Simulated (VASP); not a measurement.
A run of VASP 6.6.1 is set up as follows.

File INCAR:

```
PREC = Accurate
ENCUT = 520
EDIFF = 1E-7
ISMEAR = -1
SIGMA = 0.02
LREAL = Auto
LASPH = T
NELM = 100
ALGO = Normal
ISIF = 2
LWAVE = F
LCHARG = T
GGA = PE
LELF = T
LVHAR = T
NBANDS = 106
```

KPOINTS

```
Automatic mesh
0
Gamma
  5 3 5
```

File POSCAR:

```
HfO2
1.0
    5.0598000000      0.0000000000      0.0000000000
    0.0000000000     10.0172000000      0.0000000000
    0.0000000000      0.0000000000      5.2276000000
Hf O
8 16
Direct
    0.7451451983      0.8845375016      0.9648639152
    0.2451451983      0.6154624984      0.0351360848
    0.2548548017      0.3845375016      0.5351360848
    0.7548548017      0.1154624984      0.4648639152
    0.2548548017      0.1154624984      0.0351360848
    0.7548548017      0.3845375016      0.9648639152
    0.7451451983      0.6154624984      0.4648639152
    0.2451451983      0.8845375016      0.5351360848
    0.8705067731      0.7907435841      0.6240161033
    0.3705067731      0.7092564159      0.3759838967
    0.1294932269      0.2907435841      0.8759838967
    0.6294932269      0.2092564159      0.1240161033
    0.1294932269      0.2092564159      0.3759838967
    0.6294932269      0.2907435841      0.6240161033
    0.8705067731      0.7092564159      0.1240161033
    0.3705067731      0.7907435841      0.8759838967
    0.5028771792      0.9764425487      0.2617207594
    0.0028771792      0.5235574513      0.7382792406
    0.4971228208      0.4764425487      0.2382792406
    0.9971228208      0.0235574513      0.7617207594
    0.4971228208      0.0235574513      0.7382792406
    0.9971228208      0.4764425487      0.2617207594
    0.5028771792      0.5235574513      0.7617207594
    0.0028771792      0.9764425487      0.2382792406
```

Potentials or basis: VASP PAW PBE potentials, release 64 (Hf_pv, O).

The run is started by

```console
$ cat potpaw_PBE.64/Hf_pv/POTCAR potpaw_PBE.64/O/POTCAR > POTCAR
$ mpirun -np 1 vasp_std > vasp.out
```

Task: Predict the band gap on the k mesh.

Result: 4.29 eV (least direct gap 4.46 eV).

Task: What does it give for the pressure?

Result: 2.3 GPa.

Task: Estimate the largest force.

Result: 0.045 eV/Å.

Stress tensor (GPa, compression positive):
```
2.33 0.00 0.00
0.00 2.02 0.00
0.00 0.00 2.48
```

Caveat: spin-orbit coupling is left out, which moves the levels of the heavy elements; an odd mesh through Γ misses points on the zone boundary, where band edges can lie.
